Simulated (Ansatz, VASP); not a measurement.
## Two plane-wave programs on MgO

POSCAR

```
MgO
1.0
    2.6233491278      0.0000000000      0.0000000000
    0.0000000000      2.6233491278      0.0000000000
    0.0000000000      0.0000000000      2.7736670328
Mg O
1 1
Direct
    0.0000000000      0.0000000000      0.0000000000
    0.5000000000      0.5000000000      0.5000000000
```

The input INCAR.step1:

```
SYSTEM = MgO
ALGO = Normal ; EDIFF = 1E-5
ENCUT = 520 ; GGA = PE
ISIF = 2 ; ISMEAR = 0
LASPH = .True. ; LCHARG = .False.
LREAL = .False. ; LWAVE = .True.
NBANDS = 11 ; NELM = 60
PREC = Accurate ; SIGMA = 0.01
```

INCAR.step2

```
SYSTEM = MgO
ALGO = Normal ; EDIFF = 1E-7
ENCUT = 520 ; GGA = PE
HFSCREEN = 0.2079 ; ISIF = 2
ISMEAR = 0 ; ISTART = 1
LASPH = .True. ; LCHARG = .False.
LHFCALC = .True. ; LREAL = .False.
LWAVE = .False. ; NBANDS = 11
NELM = 60 ; PREC = Accurate
PRECFOCK = Normal ; SIGMA = 0.01
```

Contents of KPOINTS:

```
k-points
0
Gamma
  6 6 6
  0 0 0
```

Input for Ansatz:

```yaml
crystal:
  lattice:
    - [2.6233491278, 0.0, 0.0]
    - [0.0, 2.6233491278, 0.0]
    - [0.0, 0.0, 2.7736670328]
  atoms:
    - { symbol: Mg, position: [0.0, 0.0, 0.0] }
    - { symbol: O, position: [0.5, 0.5, 0.5] }
kpoints:
  mp_grid: { grid: [6, 6, 6] }
  band_path:
    path:
      - [0.0, 0.0, 0.0]
      - [0.0, 0.5, 0.0]
      - [0.5, 0.5, 0.0]
      - [0.5, 0.5, 0.5]
      - [0.0, 0.5, 0.5]
    npoints: 1
hamiltonian:
  xc: hse06
scf:
  occupations: { method: fixed }
  n_extra_bands: 4
output:
  forces: true
  stress: true
  eigenvalues: true
```

Change from the starting cell: uniaxial_z strain +5.7%.

Alike in both runs: task single point; functional HSE06; k mesh 6 × 6 × 6; no spin polarisation.

|  | VASP | Ansatz |
| --- | --- | --- |
| version | VASP 6.6.1 | Ansatz 0.2.0 |
| potentials or method | VASP PAW PBE potentials, release 64 (Mg, O) | plane waves, PAW |
| plane-wave cutoff (eV) | 520 | 420 |
| occupations | gaussian, width 0.01 eV | fixed |
| valence electrons in the cell | 8 | 16 |

|  | VASP | Ansatz | Ansatz less VASP |
| --- | --- | --- | --- |
| gap on the k mesh at the Fermi level (eV) | 3.28 | 3.34 | +0.059 |
| pressure (GPa) | -8.6 | -8.1 | +0.43 |
| traceless stress, the component that is largest in VASP (GPa) | -23.43 | -23.39 | +0.040 |

VASP's potentials hold 8 valence electrons a cell and Ansatz's 16, so a difference there can come from the potentials and not from the codes. Ansatz's warnings: stress exchange threshold loose, stress scf threshold loose.
